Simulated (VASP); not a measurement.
# Na (P6_3/mmc) in VASP: a series of runs

Runs on Na. Level: r2SCAN. Tasks: single point.

Everything below comes from runs of VASP 6.6.1. Logs are shortened: lines on timing, memory, paths and dates and some standing lists are left out, and cuts for length are marked.

### Step 1. The cell of the first run

The structure is hexagonal, space group P6_3/mmc (No. 194). Conventional cell: a = 3.764 Å, b = 3.764 Å, c = 6.147 Å, α = 90.00°, β = 90.00°, γ = 120.00°. Within 4.9 Å of Na (site symmetry -6m2) lie 12 Na at 3.76 Å.

This isn't the form of Na at room conditions, which is bcc.

### Step 2. Single point, r2SCAN

The input, POSCAR:

```
Na
1.0
    3.7640418302      0.0000000000      0.0000000000
   -1.8820209151      3.2597558458      0.0000000000
    0.0000000000      0.0000000000      6.1466803087
Na
2
Direct
    0.3333333333      0.6666666667      0.2500000000
    0.6666666667      0.3333333333      0.7500000000
```

The input, INCAR.step1:

```
SYSTEM = Na
PREC     = Accurate       ! precision mode
ENCUT    = 520            ! plane-wave cutoff, eV
ISMEAR   = -1             ! smearing method
SIGMA    = 0.1            ! smearing width, eV
LREAL    = .False.        ! projectors in reciprocal space
LASPH    = .True.         ! aspherical terms in the spheres
NELM     = 100            ! most SCF steps
NBANDS   = 14             ! bands
GGA      = PE             ! functional
ALGO     = Normal         ! electronic algorithm
EDIFF    = 1E-4           ! SCF threshold, eV
LWAVE    = .True.         ! write WAVECAR
LCHARG   = .False.        ! write CHGCAR
```

The input, INCAR.step2:

```
SYSTEM = Na
PREC     = Accurate       ! precision mode
ENCUT    = 520            ! plane-wave cutoff, eV
EDIFF    = 1E-6           ! SCF threshold, eV
ISMEAR   = -1             ! smearing method
SIGMA    = 0.1            ! smearing width, eV
LREAL    = .False.        ! projectors in reciprocal space
LASPH    = .True.         ! aspherical terms in the spheres
NELM     = 100            ! most SCF steps
ALGO     = Normal         ! electronic algorithm
ISIF     = 2              ! what is computed and relaxed
LWAVE    = .False.        ! write WAVECAR
LCHARG   = .True.         ! write CHGCAR
METAGGA  = R2SCAN         ! meta-GGA
LMIXTAU  = .True.       
LELF     = .True.         ! ELF
LVHAR    = .True.       
NBANDS   = 14             ! bands
ISTART   = 1
```

The input, KPOINTS:

```
Automatic mesh
0
Gamma
  10 10 5
  0 0 0
```

Potentials or basis: VASP PAW PBE potentials, release 64 (Na_pv).

On the command line:

```bash
cat potpaw_PBE.64/Na_pv/POTCAR > POTCAR
cp INCAR.step1 INCAR
mpirun -np 1 vasp_std > vasp.out
cp INCAR.step2 INCAR
mpirun -np 1 vasp_std > vasp.out
```

OUTCAR:

```text
SYSTEM = Na
   PREC = Accurate
   ENCUT = 520
   EDIFF = 1E-6
   ISMEAR = -1
   LREAL = .False.
   LASPH = .True.
   NELM = 100
   ISIF = 2
   METAGGA = R2SCAN
   ISTART = 1

 ion  position               nearest neighbor table
   1  0.333  0.667  0.250-
   2  0.667  0.333  0.750-

  LATTYP: Found a hexagonal cell.
 ALAT       =     3.7640418302
 C/A-ratio  =     1.6330000000

  Lattice vectors:

 A1 = (   3.7640418302,   0.0000000000,   0.0000000000)
 A2 = (  -1.8820209151,   3.2597558458,   0.0000000000)
 A3 = (   0.0000000000,   0.0000000000,   6.1466803087)

Analysis of symmetry for initial positions (statically):
=====================================================================
 Subroutine PRICEL returns:
 Original cell was already a primitive cell.

 Routine SETGRP: Setting up the symmetry group for a
 hexagonal supercell.

 Subroutine GETGRP returns: Found 24 space group operations
 (whereof 12 operations were pure point group operations)
 out of a pool of 24 trial point group operations.

The static configuration has the point symmetry D_3d.
 The point group associated with its full space group is D_6h.

Analysis of symmetry for dynamics (positions and initial velocities):
=====================================================================
 Subroutine PRICEL returns:
 Original cell was already a primitive cell.

 Routine SETGRP: Setting up the symmetry group for a
 hexagonal supercell.

 Subroutine GETGRP returns: Found 24 space group operations
 (whereof 12 operations were pure point group operations)
 out of a pool of 24 trial point group operations.

The dynamic configuration has the point symmetry D_3d.
 The point group associated with its full space group is D_6h.

 Subroutine INISYM returns: Found 24 space group operations
 (whereof 12 operations are pure point group operations),
 and found     1 'primitive' translations

----------------------------------------------------------------------------------------

                                     Primitive cell

  volume of cell :      75.4189

  direct lattice vectors                    reciprocal lattice vectors
     3.764041830  0.000000000  0.000000000     0.265671862  0.153385721  0.000000000
    -1.882020915  3.259755846  0.000000000     0.000000000  0.306771442  0.000000000
     0.000000000  0.000000000  6.146680309     0.000000000  0.000000000  0.162689444

  length of vectors
     3.764041830  3.764041830  6.146680309     0.306771442  0.306771442  0.162689444

  position of ions in fractional coordinates (direct lattice)
     0.333333333  0.666666667  0.250000000
     0.666666667  0.333333333  0.750000000

  ion indices of the primitive-cell ions
   primitive index   ion index
                 1           1
                 2           2

----------------------------------------------------------------------------------------

 KPOINTS: Automatic mesh

Automatic generation of k-mesh.
 Grid dimensions read from file:
 generate k-points for:   10   10    5

 Generating k-lattice:

  Cartesian coordinates                     Fractional coordinates (reciprocal lattice)
     0.026567186  0.015338572  0.000000000     0.100000000 -0.000000000  0.000000000
     0.000000000  0.030677144  0.000000000     0.000000000  0.100000000  0.000000000
     0.000000000  0.000000000  0.032537889     0.000000000  0.000000000  0.200000000

  Length of vectors
     0.030677144  0.030677144  0.032537889

  Shift w.r.t. Gamma in fractional coordinates (k-lattice)
     0.000000000  0.000000000  0.000000000

 Subroutine IBZKPT returns following result:
 ===========================================

 Found     42 irreducible k-points:

 Following reciprocal coordinates:
            Coordinates               Weight
  0.000000  0.000000  0.000000      1.000000
  0.100000  0.000000  0.000000      6.000000
  0.200000  0.000000  0.000000      6.000000
  0.300000  0.000000  0.000000      6.000000
  0.400000  0.000000  0.000000      6.000000
  0.500000  0.000000  0.000000      3.000000
[... 16 lines left out ...]
  0.300000  0.100000  0.200000     24.000000
  0.400000  0.100000  0.200000     24.000000
 [... further k-points ...]
   k-points           NKPTS =     42   k-points in BZ     NKDIM =     42   number of bands    NBANDS=     14
   number of dos      NEDOS =    301   number of ions     NIONS =      2
   total plane-waves  NPLWV =  37632
   dimension x,y,z NGX =    28 NGY =   28 NGZ =   48
   dimension x,y,z NGXF=    56 NGYF=   56 NGZF=   96
   ions per type =               2
   NGX,Y,Z   is equivalent  to a cutoff of  12.37, 12.37, 12.98 a.u.
   NGXF,Y,Z  is equivalent  to a cutoff of  24.73, 24.73, 25.96 a.u.
 SYSTEM =  Na
   PREC   = accura    normal or accurate (medium, high low for compatibility)
   ISTART =      1    job   : 0-new  1-cont  2-samecut
   ICHARG =      0    charge: 1-file 2-atom 10-const
   ISPIN  =      1    spin polarized calculation?
   LNONCOLLINEAR =      F non collinear calculations
   LSORBIT =      F    spin-orbit coupling
   LASPH  =      T    aspherical Exc in radial PAW
   ENCUT  =  520.0 eV  38.22 Ry    6.18 a.u.   7.00  7.00 11.43*2*pi/ulx,y,z
   NELM   =    100;   NELMIN=  2; NELMDL=  0     # of ELM steps
   EDIFF  = 0.1E-05   stopping-criterion for ELM
   LREAL  =      F    real-space projection
   EDIFFG = 0.1E-04   stopping-criterion for IOM
   NSW    =      0    number of steps for IOM
   IBRION =     -1    ionic relax: 0-MD 1-quasi-New 2-CG
   NFREE  =      0    steps in history (QN), initial steepest desc. (CG)
   ISIF   =      2    stress and relaxation
   ISYM   =      2    0-nonsym 1-usesym 2-fastsym
   POTIM  = 0.5000    time-step for ionic-motion
   TEBEG  =    0.0;   TEEND  =   0.0 temperature during run
   PSTRESS=    0.0 pullay stress
   NELECT =      14.0000    total number of electrons
   NUPDOWN=      -1.0000    fix difference up-down
   EMIN   =  10.00;   EMAX   =-10.00  energy-range for DOS
   EFERMI =   0.00;   METHOD = LEGACY
   ISMEAR =    -1;   SIGMA  =   0.10  broadening in eV -4-tet -1-fermi 0-gaus
   EFERMI_NEDOS =   21; number of points for ismear=-14 and -15
   IALGO  =     38    algorithm
   IMIX   =      4    mixing-type and parameters
     AMIX     =   0.40;   BMIX     =  1.00
     AMIX_MAG =   1.60;   BMIX_MAG =  1.00
  volume/ion in A,a.u.               =      37.71       254.48
  Fermi-wavevector in a.u.,A,eV,Ry     =   0.933879  1.764776 11.866059  0.872131
  Thomas-Fermi vector in A             =   2.060627
   LORBIT       =      0    0 simple, 1 ext, 2 COOP (PROOUT), +10 PAW based schemes
   METAGGA = R2SCAN    functional components
   LHFCALC =     F    Hartree Fock is set to
   AEXX    =    0.0000 exact exchange contribution
   IVDW    =     0    specifies the selected vdW correction
   LEPSILON=     F    determine dielectric tensor
   LRPA    =     F    only Hartree local field effects (RPA)
 non-spin polarized calculation
  energy-cutoff  :      520.00
  volume of cell :       75.42
 maximum number of plane-waves:      2049
 NGX is ok and might be reduce to    28
   NGX = 13   NGY = 13   NGZ = 23

 number of electron      14.0000010 magnetization

 Free energy of the ion-electron system (eV)
  ---------------------------------------------------
  ext. energy  EPLUGINS =         0.00000000
  ---------------------------------------------------
  free energy    TOTEN  =        -7.12144917 eV

  energy without entropy =       -7.09001622  energy(sigma->0) =       -7.10573270

 E-fermi :   0.2779     XC(G=0):  -6.8710

 val. band max:        0.1965405576   @ k =   0.2000   0.2000   0.4000
 cond. band min:       0.3412039697   @ k =   0.3000   0.1000   0.4000
 fundamental gap:      0.1446634121
 Fermi energy:         0.2779271409

 k-point     1 :       0.0000    0.0000    0.0000
  band No.  band energies     occupation
      1     -25.7561      2.00000
      2     -25.7274      2.00000
      3     -25.7271      2.00000
      4     -25.7228      2.00000
      5     -25.7225      2.00000
      6     -25.7225      2.00000
      7      -3.1551      2.00000
      8       0.7965      0.01113
      9       1.4528      0.00002
     10      10.8476      0.00000
     11      10.8478      0.00000
     12      11.3431      0.00000
     13      11.3552      0.00000
     14      11.3552      0.00000

 k-point     2 :       0.1000    0.0000    0.0000
  band No.  band energies     occupation
      1     -25.7550      2.00000
      2     -25.7296      2.00000
      3     -25.7281      2.00000
      4     -25.7251      2.00000
      5     -25.7231      2.00000
      6     -25.7229      2.00000
      7      -2.9988      2.00000
      8       0.9375      0.00273
      9       1.6005      0.00000
     10       8.7293      0.00000
     11       9.9716      0.00000
     12      10.3520      0.00000
     13      12.2168      0.00000
     14      12.2661      0.00000

 k-point     3 :       0.2000    0.0000    0.0000
  band No.  band energies     occupation
      1     -25.7520      2.00000
      2     -25.7359      2.00000
      3     -25.7315      2.00000
      4     -25.7300      2.00000
      5     -25.7242      2.00000
      6     -25.7242      2.00000
      7      -2.5327      2.00000
      8       1.3612      0.00004
      9       2.0302      0.00000
     10       6.4129      0.00000
     11       9.0536      0.00000
     12       9.1088      0.00000
     13       9.9209      0.00000
     14      11.5615      0.00000

 k-point     4 :       0.3000    0.0000    0.0000
  band No.  band energies     occupation
      1     -25.7477      2.00000
      2     -25.7439      2.00000
      3     -25.7392      2.00000
      4     -25.7324      2.00000
      5     -25.7262      2.00000
      6     -25.7256      2.00000
      7      -1.7649      2.00000
      8       2.0691      0.00000
      9       2.6433      0.00000
     10       4.4090      0.00000
     11       7.7633      0.00000
     12       7.7843      0.00000
     13       8.4842      0.00000
     14      10.3050      0.00000

 k-point     5 :       0.4000    0.0000    0.0000
  band No.  band energies     occupation
      1     -25.7504      2.00000
      2     -25.7454      2.00000
      3     -25.7434      2.00000
      4     -25.7342      2.00000
      5     -25.7288      2.00000
      6     -25.7268      2.00000
      7      -0.7095      1.99990
      8       2.1394      0.00000
      9       3.0635      0.00000
     10       4.0240      0.00000
     11       5.9230      0.00000
[... 276 lines left out ...]
 k-point    22 :       0.2000    0.1000    0.2000
  band No.  band energies     occupation
      1     -25.7488      2.00000
      2     -25.7391      2.00000
      3     -25.7373      2.00000
      4     -25.7313      2.00000
      5     -25.7268      2.00000
      6     -25.7258      2.00000
      7      -1.8985      2.00000
      8       0.6115      0.06876
      9       3.8569      0.00000
     10       5.5888      0.00000
     11       6.9246      0.00000
     12       8.0975      0.00000
     13       9.3011      0.00000
     14      10.7683      0.00000

 k-point    23 :       0.3000    0.1000    0.2000
  band No.  band energies     occupation
      1     -25.7499      2.00000
      2     -25.7452      2.00000
      3     -25.7397      2.00000
      4     -25.7338      2.00000
      5     -25.7289      2.00000
      6     -25.7273      2.00000
      7      -0.9896      1.99999
      8       1.4593      0.00001
      9       3.3984      0.00000
     10       4.8801      0.00000
     11       5.6579      0.00000
     12       6.8608      0.00000
     13       8.7324      0.00000
     14       9.3803      0.00000

 k-point    24 :       0.4000    0.1000    0.2000
  band No.  band energies     occupation
      1     -25.7531      2.00000
      2     -25.7486      2.00000
      3     -25.7387      2.00000
      4     -25.7348      2.00000
      5     -25.7307      2.00000
      6     -25.7285      2.00000
      7       0.1909      1.40940
      8       1.6100      0.00000
      9       2.7499      0.00000
     10       4.1034      0.00000
     11       5.5878      0.00000
     12       6.5198      0.00000
     13       7.9318      0.00000
     14       8.6420      0.00000

 [... further k-points ...]

------------------------ aborting loop because EDIFF is reached ----------------------------------------

  FORCE on cell =-STRESS in cart. coord.  units (eV):
  Direction    XX          YY          ZZ          XY          YZ          ZX
  --------------------------------------------------------------------------------------
  -------------------------------------------------------------------------------------
  Total        0.0278595      0.0278595      0.0213081     -0.0000000     -0.0000000      0.0000000
  in kB        0.5918401      0.5918401      0.4526639     -0.0000000     -0.0000000      0.0000000
  external PRESSURE =       0.5454480 kB  Pullay stress =       0.0000000 kB

 VOLUME and BASIS-vectors are now :
 -----------------------------------------------------------------------------
  energy-cutoff  :      520.00
  volume of cell :       75.42
      direct lattice vectors                 reciprocal lattice vectors
     3.764041830  0.000000000  0.000000000     0.265671862  0.153385721  0.000000000
    -1.882020915  3.259755846  0.000000000     0.000000000  0.306771442  0.000000000
     0.000000000  0.000000000  6.146680309     0.000000000  0.000000000  0.162689444

 POSITION                                       TOTAL-FORCE (eV/Angst)
 -----------------------------------------------------------------------------------
     -0.00000      2.17317      1.53667        -0.000000     -0.000000     -0.000000
      1.88202      1.08659      4.61001         0.000000      0.000000      0.000000
 -----------------------------------------------------------------------------------
    total drift:                               -0.000000      0.000000      0.000000

  FREE ENERGIE OF THE ION-ELECTRON SYSTEM (eV)
  ---------------------------------------------------
  free  energy   TOTEN  =        -7.1214491713 eV

  energy  without entropy=       -7.0900162204  energy(sigma->0) =       -7.10573270
```

Wall time 3 min (1 thread of AMD EPYC 7R13, shared host); peak memory 0.17 GiB.

What came out:

```
Free energy            : -7.1214 eV
Pressure               : 0.1 GPa
Band gap on the k mesh : zero (bands 7 and 8 overlap by 3.12 eV)
```

Caveat: the PAW data sets were made with another functional, which shifts forces and pressure a little.

### Step 3. Single point, r2SCAN (33.18 Å³/atom)

This run uses another cell than the first one, of 33.18 Å³/atom.

The input, POSCAR:

```
Na
1.0
    3.6070209536      0.0000000000      0.0000000000
   -1.8035104768      3.1237717778      0.0000000000
    0.0000000000      0.0000000000      5.8902652172
Na
2
Direct
    0.3333333333      0.6666666667      0.2500000000
    0.6666666667      0.3333333333      0.7500000000
```

The input, INCAR.step1:

```
PREC = Accurate
ENCUT = 520
ISMEAR = -1
SIGMA = 0.1
LREAL = False
LASPH = True
NELM = 60
NBANDS = 14
GGA = PE
ALGO = Normal
EDIFF = 1E-4
LWAVE = True
LCHARG = False
```

The input, INCAR.step2:

```
PREC = Accurate
ENCUT = 520
EDIFF = 1E-6
ISMEAR = -1
SIGMA = 0.1
LREAL = False
LASPH = True
NELM = 60
ALGO = Normal
ISIF = 2
LWAVE = False
LCHARG = True
METAGGA = R2SCAN
LMIXTAU = True
LELF = True
LVHAR = True
NBANDS = 14
ISTART = 1
```

The input, KPOINTS:

```
Automatic mesh
0
Gamma
  11 11 6
```

Potentials or basis: VASP PAW PBE potentials, release 64 (Na_pv).

On the command line:

```bash
cat potpaw_PBE.64/Na_pv/POTCAR > POTCAR
cp INCAR.step1 INCAR
mpirun -np 1 vasp_std > vasp.out
cp INCAR.step2 INCAR
mpirun -np 1 vasp_std > vasp.out
```

Run time: 4.9 min. Hardware: 1 thread of AMD EPYC 7R13, shared host; peak memory 0.18 GiB.

The run converged. Its results:

```
Free energy            : -7.0882 eV
Pressure               : 1.3 GPa
Band gap on the k mesh : zero (bands 7 and 8 overlap by 4.50 eV)
```

Stress tensor (GPa, compression positive):
```
1.17 0.00 0.00
0.00 1.17 0.00
0.00 0.00 1.42
```

Levels at points of the mesh, in eV from the Fermi level:
```tsv
k point	band 5	band 6	band 7	band 8	band 9	band 10
(0.00, 0.00, 0.00)	-25.94	-25.94	-3.75	0.49	1.27	11.26
(0.00, 0.00, 0.50)	-25.94	-25.94	-2.57	-2.57	6.31	6.31
```

Caveat: the PAW data sets were made with another functional, which shifts forces and pressure a little.

The gap in the log of VASP goes by the Fermi energy; the results here count the filled bands.